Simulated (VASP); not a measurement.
A run of VASP 6.6.1 is set up as follows.

Contents of INCAR:

```
SYSTEM = TiSi16
  PREC = Accurate
  ENCUT = 520
  EDIFF = 1E-6
  ISMEAR = 0
  SIGMA = 0.05
  LREAL = Auto
  LASPH = .TRUE.
  NELM = 100
  ALGO = Normal
  ISIF = 2
  LWAVE = .FALSE.
  LCHARG = .TRUE.
  GGA = PE
  LELF = .TRUE.
  LVHAR = .TRUE.
  NBANDS = 52
```

KPOINTS

```
Automatic mesh
0
G
  2 2 2
  0 0 0
```

The input POSCAR:

```
TiSi16
1.0
    0.0000000000      5.4300000000      5.4300000000
    5.4300000000      0.0000000000      5.4300000000
    5.4300000000      5.4300000000      0.0000000000
Si Ti
16 1
Direct
   -0.0113932781     -0.0005665746     -0.0002698895
    0.0747197974      0.1414253223      0.1421573665
   -0.0120779006     -0.0004337017      0.5127775322
    0.1378046041      0.1098016575      0.6261705341
   -0.0108906077      0.5118718232     -0.0004274401
    0.1388115101      0.6259139042      0.1093916206
    0.0534754144      0.4822374770      0.4821232965
    0.1384951197      0.6260503683      0.6259700737
    0.4486379374      0.0165683241      0.0179795580
    0.6156470534      0.1151223757      0.1156229282
    0.5100198895     -0.0355920810      0.5129152855
    0.6149275322      0.1152238490      0.6546485267
    0.5112840700      0.5121726519     -0.0354906998
    0.6162284530      0.6535251381      0.1153767035
    0.5107795580      0.5125694291      0.5127134438
    0.6806441068      0.6067385820      0.6065236648
    0.4961953039      0.3345348987      0.3350967772
```

Potentials or basis: VASP PAW PBE potentials, release 64 (Si, Ti_sv).

Launch:

```console
$ cat potpaw_PBE.64/Si/POTCAR potpaw_PBE.64/Ti_sv/POTCAR > POTCAR
$ mpirun -np 1 vasp_std > vasp.out
```

**Question.** Estimate the band gap on the k mesh.

**Answer.** Zero (bands 38 and 39 overlap by 0.43 eV).

**Question.** Predict the pressure.

**Answer.** 4.8 GPa.

Forces in eV/Å, atoms in the order of the input:
```
Si  -0.031  0.086  0.083
Si  -0.112  0.110  0.112
Si  -0.086  0.031  0.085
Si  -0.073  0.075  0.034
Si  -0.084  0.086  0.032
Si  -0.077  0.043  0.077
Si  -0.042  0.044  0.041
Si  -0.037  0.074  0.072
Si  -0.076  0.074  0.078
Si   0.058  0.087  0.085
Si  -0.107  0.110  0.007
Si  -0.086 -0.053  0.086
Si  -0.104  0.010  0.105
Si  -0.083  0.085 -0.057
Si  -0.007  0.110  0.109
Si  -0.091  0.094  0.091
Ti   1.038 -1.066 -1.040
```

Caveat: the k points lie up to 0.50 Å⁻¹ apart.
